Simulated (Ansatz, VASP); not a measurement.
SiP5: VASP beside Ansatz

```
Si P
1.0
     0.00000    3.56490    3.56490
     3.56490    0.00000    3.56490
     3.56490    3.56490    0.00000
Si P
1 5
Direct
  0.00000 0.00000 0.00000
  0.62387 0.12840 0.62387
  0.25000 0.25000 0.25000
  0.12840 0.62387 0.62387
  0.62387 0.62387 0.62387
  0.62387 0.62387 0.12840
```

Change from the starting cell: species swapped into the Be5Au type (F-43m, No. 216).

Alike in both runs: functional PBE; k mesh 4 × 4 × 4; occupations gaussian, width 0.1 eV; no spin polarisation.

Ansatz relaxed the structure, and its values are those at the end. VASP's run is a single point on that final structure, the one shown.

|  | VASP | Ansatz |
| --- | --- | --- |
| version | VASP 6.6.1 | Ansatz 0.2.0 |
| potentials or method | VASP PAW PBE potentials, release 64 (Si, P), cutoff 520 eV | scalar-relativistic, plane waves, PAW |
| valence electrons in the cell | 29 | 29 |

```csv
,VASP,Ansatz,Ansatz less VASP
gap on the k mesh at the Fermi level (eV),none,none,-
pressure (GPa),-0.2,0.0,+0.17
rms of the force components (eV/Å),0.014,0.010,-0.0038
```

A gap of «none» marks a metal or a gap that the smearing closes. The functional is the same, so the differences come from potentials, cutoffs and numerics.

The k mesh is coarse, so the values compare programs but aren't converged.
